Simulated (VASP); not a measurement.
# MnS (F-43m) in VASP: further runs

The runs below take MnS through relaxation of cell and atoms, single point, with PBEsol.

All numbers are computed with VASP 6.6.1; they aren't measurements. Logs are shortened: lines on timing, memory, paths and dates and some standing lists are left out, and cuts for length are marked.

## Step 1: The cell of the first run

It takes space group F-43m (No. 216, cubic). Conventional cell: a = 5.446 Å, b = 5.446 Å, c = 5.446 Å, α = 90.00°, β = 90.00°, γ = 90.00°. Mn (site symmetry -43m) has 4 S at 2.36 Å within 3.1 Å. Within 3.1 Å of S (site symmetry -43m) lie 4 Mn at 2.36 Å.

## Step 2: Relaxation of cell and atoms, PBEsol, collinear spin, ferromagnetic start, target pressure 1 GPa, at which the enthalpy is minimised

INCAR

```
SYSTEM = MnS
  PREC = Accurate
  ENCUT = 600
  EDIFF = 1E-6
  ISMEAR = 0
  SIGMA = 0.1
  LREAL = .False.
  LASPH = .True.
  NELM = 150
  ALGO = Normal
  ISIF = 3
  LWAVE = .False.
  LCHARG = .False.
  ISPIN = 2
  MAGMOM = 4.29 0
  LORBIT = 11
  LMAXMIX = 4
  GGA = PS
  IBRION = 2
  NSW = 70
  EDIFFG = -0.008
  PSTRESS = 10.0
```

KPOINTS

```
Automatic mesh
0
Gamma
  14 14 14
  0 0 0
```

POSCAR

```
MnS
1.0
    0.0000000000      2.7228117952      2.7228117952
    2.7228117952      0.0000000000      2.7228117952
    2.7228117952      2.7228117952      0.0000000000
Mn S
1 1
Direct
    0.0000000000      0.0000000000      0.0000000000
    0.7500000000      0.7500000000      0.7500000000
```

Potentials or basis: VASP PAW PBE potentials, release 64 (Mn_pv, S).

Command:

```sh
cat potpaw_PBE.64/Mn_pv/POTCAR potpaw_PBE.64/S/POTCAR > POTCAR
mpirun -np 1 vasp_std > vasp.out
```

OUTCAR:

```text
SYSTEM = MnS
   PREC = Accurate
   ENCUT = 600
   EDIFF = 1E-6
   ISMEAR = 0
   LREAL = .False.
   LASPH = .True.
   NELM = 150
   ISIF = 3
   ISPIN = 2
   LORBIT = 11
   GGA = PS
   IBRION = 2
   NSW = 70
   EDIFFG = -0.008
   PSTRESS = 10.0

 ion  position               nearest neighbor table
   1  0.000  0.000  0.000-   2 2.36   2 2.36   2 2.36   2 2.36
   2  0.750  0.750  0.750-   1 2.36   1 2.36   1 2.36   1 2.36

  LATTYP: Found a face centered cubic cell.
 ALAT       =     5.4456235904

  Lattice vectors:

 A1 = (   0.0000000000,   2.7228117952,   2.7228117952)
 A2 = (   2.7228117952,   0.0000000000,   2.7228117952)
 A3 = (   2.7228117952,   2.7228117952,   0.0000000000)

Analysis of symmetry for initial positions (statically):
=====================================================================
 Subroutine PRICEL returns:
 Original cell was already a primitive cell.

 Routine SETGRP: Setting up the symmetry group for a
 face centered cubic supercell.

 Subroutine GETGRP returns: Found 24 space group operations
 (whereof 24 operations were pure point group operations)
 out of a pool of 48 trial point group operations.

The static configuration has the point symmetry T_d .

Analysis of symmetry for dynamics (positions and initial velocities):
=====================================================================
 Subroutine PRICEL returns:
 Original cell was already a primitive cell.

 Routine SETGRP: Setting up the symmetry group for a
 face centered cubic supercell.

 Subroutine GETGRP returns: Found 24 space group operations
 (whereof 24 operations were pure point group operations)
 out of a pool of 48 trial point group operations.

The dynamic configuration has the point symmetry T_d .

Analysis of structural, dynamic, and magnetic symmetry:
=====================================================================
 Subroutine PRICEL returns:
 Original cell was already a primitive cell.

 Routine SETGRP: Setting up the symmetry group for a
 face centered cubic supercell.

 Subroutine GETGRP returns: Found 24 space group operations
 (whereof 24 operations were pure point group operations)
 out of a pool of 48 trial point group operations.

The overall configuration has the point symmetry T_d .

 Subroutine INISYM returns: Found 24 space group operations
 (whereof 24 operations are pure point group operations),
 and found     1 'primitive' translations

----------------------------------------------------------------------------------------

                                     Primitive cell

  volume of cell :      40.3722

  direct lattice vectors                    reciprocal lattice vectors
     0.000000000  2.722811795  2.722811795    -0.183633698  0.183633698  0.183633698
     2.722811795  0.000000000  2.722811795     0.183633698 -0.183633698  0.183633698
     2.722811795  2.722811795  0.000000000     0.183633698  0.183633698 -0.183633698

  length of vectors
     3.850637369  3.850637369  3.850637369     0.318062896  0.318062896  0.318062896

  position of ions in fractional coordinates (direct lattice)
     0.000000000  0.000000000  0.000000000
     0.750000000  0.750000000  0.750000000

  ion indices of the primitive-cell ions
   primitive index   ion index
                 1           1
                 2           2

----------------------------------------------------------------------------------------

 KPOINTS: Automatic mesh

Automatic generation of k-mesh.
 Grid dimensions read from file:
 generate k-points for:   14   14   14

 Generating k-lattice:

  Cartesian coordinates                     Fractional coordinates (reciprocal lattice)
    -0.013116693  0.013116693  0.013116693     0.071428571  0.000000000  0.000000000
     0.013116693 -0.013116693  0.013116693     0.000000000  0.071428571  0.000000000
     0.013116693  0.013116693 -0.013116693     0.000000000  0.000000000  0.071428571

  Length of vectors
     0.022718778  0.022718778  0.022718778

  Shift w.r.t. Gamma in fractional coordinates (k-lattice)
     0.000000000  0.000000000  0.000000000

 Subroutine IBZKPT returns following result:
 ===========================================

 Found    104 irreducible k-points:

 Following reciprocal coordinates:
            Coordinates               Weight
  0.000000  0.000000  0.000000      1.000000
  0.071429  0.000000  0.000000      8.000000
  0.142857  0.000000  0.000000      8.000000
  0.214286  0.000000  0.000000      8.000000
  0.285714  0.000000  0.000000      8.000000
  0.357143  0.000000  0.000000      8.000000
[... 16 lines left out ...]
  0.214286  0.142857  0.000000     24.000000
  0.285714  0.142857  0.000000     24.000000
 [... further k-points ...]
   k-points           NKPTS =    104   k-points in BZ     NKDIM =    104   number of bands    NBANDS=     15
   number of dos      NEDOS =    301   number of ions     NIONS =      2
   total plane-waves  NPLWV =  32768
   dimension x,y,z NGX =    32 NGY =   32 NGZ =   32
   dimension x,y,z NGXF=    64 NGYF=   64 NGZF=   64
   ions per type =               1   1
   NGX,Y,Z   is equivalent  to a cutoff of  13.82, 13.82, 13.82 a.u.
   NGXF,Y,Z  is equivalent  to a cutoff of  27.63, 27.63, 27.63 a.u.
 SYSTEM =  MnS
   PREC   = accura    normal or accurate (medium, high low for compatibility)
   ISTART =      0    job   : 0-new  1-cont  2-samecut
   ICHARG =      2    charge: 1-file 2-atom 10-const
   ISPIN  =      2    spin polarized calculation?
   LNONCOLLINEAR =      F non collinear calculations
   LSORBIT =      F    spin-orbit coupling
   LASPH  =      T    aspherical Exc in radial PAW
   ENCUT  =  600.0 eV  44.10 Ry    6.64 a.u.   7.69  7.69  7.69*2*pi/ulx,y,z
   NELM   =    150;   NELMIN=  2; NELMDL= -5     # of ELM steps
   EDIFF  = 0.1E-05   stopping-criterion for ELM
   LREAL  =      F    real-space projection
   EDIFFG = -.8E-02   stopping-criterion for IOM
   NSW    =     70    number of steps for IOM
   IBRION =      2    ionic relax: 0-MD 1-quasi-New 2-CG
   NFREE  =      1    steps in history (QN), initial steepest desc. (CG)
   ISIF   =      3    stress and relaxation
   ISYM   =      2    0-nonsym 1-usesym 2-fastsym
   POTIM  = 0.5000    time-step for ionic-motion
   TEBEG  =    0.0;   TEEND  =   0.0 temperature during run
   PSTRESS=   10.0 pullay stress
   NELECT =      19.0000    total number of electrons
   NUPDOWN=      -1.0000    fix difference up-down
   EMIN   =  10.00;   EMAX   =-10.00  energy-range for DOS
   EFERMI =   0.00;   METHOD = LEGACY
   ISMEAR =     0;   SIGMA  =   0.10  broadening in eV -4-tet -1-fermi 0-gaus
   EFERMI_NEDOS =   21; number of points for ismear=-14 and -15
   IALGO  =     38    algorithm
   IMIX   =      4    mixing-type and parameters
     AMIX     =   0.40;   BMIX     =  1.00
     AMIX_MAG =   1.60;   BMIX_MAG =  1.00
  volume/ion in A,a.u.               =      20.19       136.22
  Fermi-wavevector in a.u.,A,eV,Ry     =   1.273401  2.406378 22.062517  1.621549
  Thomas-Fermi vector in A             =   2.406226
   LORBIT       =     11    0 simple, 1 ext, 2 COOP (PROOUT), +10 PAW based schemes
   GGA     = PS    functional components
   LHFCALC =     F    Hartree Fock is set to
   AEXX    =    0.0000 exact exchange contribution
   IVDW    =     0    specifies the selected vdW correction
   LEPSILON=     F    determine dielectric tensor
   LRPA    =     F    only Hartree local field effects (RPA)
 conjugate gradient relaxation of ions
 spin polarized calculation
 Gauss-broadening in eV      SIGMA  =   0.10
  energy-cutoff  :      600.00
  volume of cell :       40.37
 maximum number of plane-waves:      1363
   NGX = 15   NGY = 15   NGZ = 15

--------------------------------------- Ionic step        1  -------------------------------------------

 number of electron      19.0000002 magnetization       4.5589853

 Free energy of the ion-electron system (eV)
  ---------------------------------------------------
  ext. energy  EPLUGINS =         0.00000000
  ---------------------------------------------------
  free energy    TOTEN  =       -14.77321865 eV

  energy without entropy =      -14.76609332  energy(sigma->0) =      -14.76965598

------------------------ aborting loop because EDIFF is reached ----------------------------------------

  FORCE on cell =-STRESS in cart. coord.  units (eV):
  Direction    XX          YY          ZZ          XY          YZ          ZX
  --------------------------------------------------------------------------------------
  -------------------------------------------------------------------------------------
  Total        0.0995168      0.0995168      0.0995168      0.0000000      0.0000000     -0.0000000
  in kB        3.9493379      3.9493379      3.9493379      0.0000000      0.0000000     -0.0000000
  external PRESSURE =      -6.0506621 kB  Pullay stress =      10.0000000 kB
[... 23 lines left out ...]
  enthalpy is  TOTEN    =       -14.5212350413 eV   P V=        0.2519836040

--------------------------------------- Ionic step        2  -------------------------------------------

 number of electron      18.9999996 magnetization       4.5012276

 E-fermi :   5.0266     XC(G=0):  -9.9988

 val. band max:        4.9819393729   @ k =  -0.2143   0.0714   0.0000
 cond. band min:       5.0311308550   @ k =   0.2857   0.2143   0.0714
 fundamental gap:      0.0491914821
 Fermi energy:         5.0265780319

 spin component 1

 k-point     1 :       0.0000    0.0000    0.0000
  band No.  band energies     occupation
      1     -45.1875      1.00000
      2     -45.1875      1.00000
      3     -45.1875      1.00000
      4      -9.2050      1.00000
      5       0.0993      1.00000
      6       0.0993      1.00000
      7       0.0993      1.00000
      8       2.1056      1.00000
      9       2.1056      1.00000
     10       5.8882      0.00000
     11       5.8882      0.00000
     12       5.8882      0.00000
     13       6.5169      0.00000
     14      11.2151      0.00000
     15      11.2151      0.00000
[... 923 lines left out ...]
  enthalpy is  TOTEN    =       -14.5230190197 eV   P V=        0.2443117863

--------------------------------------- Ionic step        4  -------------------------------------------

 number of electron      18.9999991 magnetization       4.4312941

 Free energy of the ion-electron system (eV)
  ---------------------------------------------------
  ext. energy  EPLUGINS =         0.00000000
  ---------------------------------------------------
  free energy    TOTEN  =       -14.76902803 eV

  energy without entropy =      -14.76230508  energy(sigma->0) =      -14.76566656

 E-fermi :   5.1381     XC(G=0): -10.0682

 val. band max:        5.1348935219   @ k =   0.3571   0.0714   0.0000
 cond. band min:       5.1475117961   @ k =   0.2857   0.1429   0.0000
 fundamental gap:      0.0126182742
 Fermi energy:         5.1380862475

 spin component 1

 k-point     1 :       0.0000    0.0000    0.0000
  band No.  band energies     occupation
      1     -45.0355      1.00000
      2     -45.0355      1.00000
      3     -45.0355      1.00000
      4      -9.1584      1.00000
      5       0.1872      1.00000
      6       0.1872      1.00000
      7       0.1872      1.00000
      8       2.2407      1.00000
      9       2.2407      1.00000
     10       6.0759      0.00000
     11       6.0759      0.00000
     12       6.0759      0.00000
     13       6.7121      0.00000
     14      11.3737      0.00000
     15      11.3737      0.00000
[... 879 lines left out ...]
  FREE ENERGIE OF THE ION-ELECTRON SYSTEM (eV)
  ---------------------------------------------------
  free  energy   TOTEN  =       -14.7690280333 eV

  energy  without entropy=      -14.7623050843  energy(sigma->0) =      -14.76566656

  enthalpy is  TOTEN    =       -14.5232009072 eV   P V=        0.2458271260

 reached required accuracy - stopping structural energy minimisation

 total charge

# of ion       s       p       d       tot
------------------------------------------
    1        0.285   6.256   4.966  11.507
    2        1.313   2.430   0.000   3.742
--------------------------------------------------
tot          1.597   8.685   4.966  15.249

 magnetization (x)

# of ion       s       p       d       tot
------------------------------------------
    1        0.047   0.068   3.861   3.976
    2        0.008   0.032   0.000   0.040
--------------------------------------------------
tot          0.055   0.100   3.861   4.016
```

Run time: 2.3 min. Hardware: 1 thread of Intel Xeon 6975P-C (Granite Rapids), shared host; peak memory 0.29 GiB.

What came out:

```yaml
Free_energy: -14.7690 eV
Relaxed_volume: 19.69 Å³/atom
Relaxed_cell: a = 3.819 Å, b = 3.819 Å, c = 3.819 Å, α = 60.00°, β = 60.00°, γ = 60.00°
Space_group_after_relaxing_to_0.1_Å: F-43m (No. 216)
Energy_change_on_relaxing_the_run_minimises_the_enthalpy: +2.1 meV/atom
Ionic_steps: 4
Pressure_after_relaxing: 1.0 GPa
Net_moment: 4.43 μB per cell
Site_moments: Mn +3.98; S +0.04 μB
Valence_electrons_inside_the_program's_atomic_spheres: Mn 11.51; S 3.74
```

The path:
```
step  energy change (eV)  largest force (eV/Å)  pressure (GPa)  volume (Å³)
   1              0.0000                0.0000            0.39        40.37
   2              0.0014                0.0000            0.61        39.93
   3              0.0059                0.0000            1.18        39.14
   4              0.0042                0.0000            1.04        39.39
```

Final structure:
```
CELL_PARAMETERS angstrom
0.00000 2.70045 2.70045
2.70045 0.00000 2.70045
2.70045 2.70045 0.00000
ATOMIC_POSITIONS crystal
Mn 0.00000 0.00000 0.00000
S 0.75000 0.75000 0.75000
```

Caveat: the cell is relaxed towards a set pressure, so the run minimises the enthalpy, not the energy; the PAW data sets were made with another functional, which shifts forces and pressure a little; a cell with one magnetic atom can't hold antiferromagnetic order, which such compounds often take; semilocal functionals often make such compounds metallic where correlation or magnetic order opens a gap, which also shifts bond lengths. With open d or f shells a metallic result of PBEsol can be an artefact of self-interaction; +U or a hybrid may open a gap.

## Step 3: Single point, PBEsol, collinear spin, ferromagnetic start (17.94 Å³/atom)

This run uses another cell than the first one, of 17.94 Å³/atom.

INCAR

```
ALGO     = Normal         # electronic algorithm
EDIFF    = 1E-6           # SCF threshold, eV
ENCUT    = 520            # plane-wave cutoff, eV
GGA      = PS             # functional
ISIF     = 2              # what is computed and relaxed
ISMEAR   = 0              # smearing method
ISPIN    = 2              # spin polarisation
LASPH    = T              # aspherical terms in the spheres
LCHARG   = F              # write CHGCAR
LMAXMIX  = 4              # l up to which the mixer works
LORBIT   = 11             # projections on sites
LREAL    = F              # projectors in reciprocal space
LWAVE    = F              # write WAVECAR
MAGMOM   = 4.29 0         # initial moments
NBANDS   = 20             # bands
NELM     = 150            # most SCF steps
PREC     = Accurate       # precision mode
SIGMA    = 0.1            # smearing width, eV
```

KPOINTS

```
k-points
0
Gamma
  14 14 14
```

POSCAR

```
MnS
1.0
    0.0000000000      2.6179659839      2.6179659839
    2.6179659839      0.0000000000      2.6179659839
    2.6179659839      2.6179659839      0.0000000000
Mn S
1 1
Direct
    0.0000000000      0.0000000000      0.0000000000
    0.2500000000      0.2500000000      0.2500000000
```

Potentials or basis: VASP PAW PBE potentials, release 64 (Mn_pv, S).

Command:

```sh
cat potpaw_PBE.64/Mn_pv/POTCAR potpaw_PBE.64/S/POTCAR > POTCAR
mpirun -np 1 vasp_std > vasp.out
```

Wall time 65 s (1 thread of AMD EPYC 9R45 (Zen 5), shared host); peak memory 0.22 GiB.

The run converged. Its results:

```yaml
Free_energy: -14.7090 eV
Pressure: 4.3 GPa
Net_moment: 3.91 μB per cell
Site_moments: Mn +3.58; S +0.01 μB
Valence_electrons_inside_the_program's_atomic_spheres: Mn 11.64; S 3.75
```

Levels at points of the mesh, in eV from the Fermi level:
Spin up:
| k point | band 8 | band 9 | band 10 | band 11 | band 12 | band 13 | band 14 | band 15 | band 16 | band 17 |
| --- | --- | --- | --- | --- | --- | --- | --- | --- | --- | --- |
| (0.00, 0.00, 0.00) | -2.79 | -2.79 | 1.44 | 1.44 | 1.44 | 2.10 | 6.51 | 6.51 | 6.51 | 11.76 |
| (0.50, 0.00, 0.00) | -2.60 | -2.60 | -2.26 | 0.05 | 0.05 | 3.91 | 7.06 | 7.06 | 8.17 | 12.78 |
| (0.50, 0.50, 0.00) | -2.91 | -2.42 | -2.17 | -1.60 | -1.60 | 3.56 | 5.10 | 11.12 | 12.24 | 12.80 |
Spin down:
| k point | band 6 | band 7 | band 8 | band 9 | band 10 | band 11 |
| --- | --- | --- | --- | --- | --- | --- |
| (0.00, 0.00, 0.00) | -3.95 | -3.95 | 0.57 | 0.57 | 2.63 | 3.60 |
| (0.50, 0.00, 0.00) | -3.78 | -3.78 | 0.60 | 0.75 | 0.75 | 2.21 |
| (0.50, 0.50, 0.00) | -3.77 | -3.77 | -0.75 | 0.71 | 1.14 | 1.14 |

Caveat: the cell stands under pressure; the PAW data sets were made with another functional, which shifts forces and pressure a little; a cell with one magnetic atom can't hold antiferromagnetic order, which such compounds often take; semilocal functionals often make such compounds metallic where correlation or magnetic order opens a gap, which also shifts bond lengths.

## Step 4: Single point, PBEsol, collinear spin, ferromagnetic start (18.55 Å³/atom)

This run uses another cell than the first one, of 18.55 Å³/atom.

INCAR

```
ALGO = Normal ; EDIFF = 1E-6
ENCUT = 520 ; GGA = PS
ISIF = 2 ; ISMEAR = 0
ISPIN = 2 ; LASPH = T
LCHARG = F ; LMAXMIX = 4
LORBIT = 11 ; LREAL = F
LWAVE = F ; MAGMOM = 4.29 0
NBANDS = 20 ; NELM = 150
PREC = Accurate ; SIGMA = 0.1
```

KPOINTS is that of step 3.

POSCAR

```
MnS
1.0
    0.0000000000      2.6473837943      2.6473837943
    2.6473837943      0.0000000000      2.6473837943
    2.6473837943      2.6473837943      0.0000000000
Mn S
1 1
Direct
    0.0000000000      0.0000000000      0.0000000000
    0.2500000000      0.2500000000      0.2500000000
```

Command:

```sh
cat potpaw_PBE.64/Mn_pv/POTCAR potpaw_PBE.64/S/POTCAR > POTCAR
mpirun -np 1 vasp_std > vasp.out
```

It took 67 s on 1 thread of AMD EPYC 9R45 (Zen 5), shared host; peak memory 0.22 GiB.

Results (log left out):

* Free energy: -14.7378 eV
* Pressure: 3.2 GPa
* Net moment: 4.12 μB per cell
* Site moments: Mn +3.74; S +0.02 μB
* Valence electrons inside the program's atomic spheres: Mn 11.59; S 3.75

Levels at points of the mesh, in eV from the Fermi level:
Spin up:
| k point | band 10 | band 11 | band 12 | band 13 | band 14 | band 15 |
| --- | --- | --- | --- | --- | --- | --- |
| (0.00, 0.00, 0.00) | 1.26 | 1.26 | 1.26 | 1.92 | 6.42 | 6.42 |
| (0.50, 0.00, 0.00) | -2.33 | -0.06 | -0.06 | 3.77 | 6.95 | 6.95 |
| (0.50, 0.50, 0.00) | -2.23 | -1.66 | -1.66 | 3.43 | 5.00 | 10.76 |
Spin down:
| k point | band 4 | band 5 | band 6 | band 7 | band 8 | band 9 | band 10 | band 11 |
| --- | --- | --- | --- | --- | --- | --- | --- | --- |
| (0.00, 0.00, 0.00) | -14.33 | -3.78 | -3.78 | -3.78 | 0.70 | 0.70 | 2.52 | 3.56 |
| (0.50, 0.00, 0.00) | -13.43 | -5.84 | -3.62 | -3.62 | 0.71 | 0.86 | 0.86 | 2.24 |
| (0.50, 0.50, 0.00) | -13.13 | -5.74 | -3.64 | -3.64 | -0.57 | 0.80 | 1.23 | 1.23 |

Caveat: the cell stands under pressure; the PAW data sets were made with another functional, which shifts forces and pressure a little; a cell with one magnetic atom can't hold antiferromagnetic order, which such compounds often take; semilocal functionals often make such compounds metallic where correlation or magnetic order opens a gap, which also shifts bond lengths.

(Continued in part 2 of 2.)
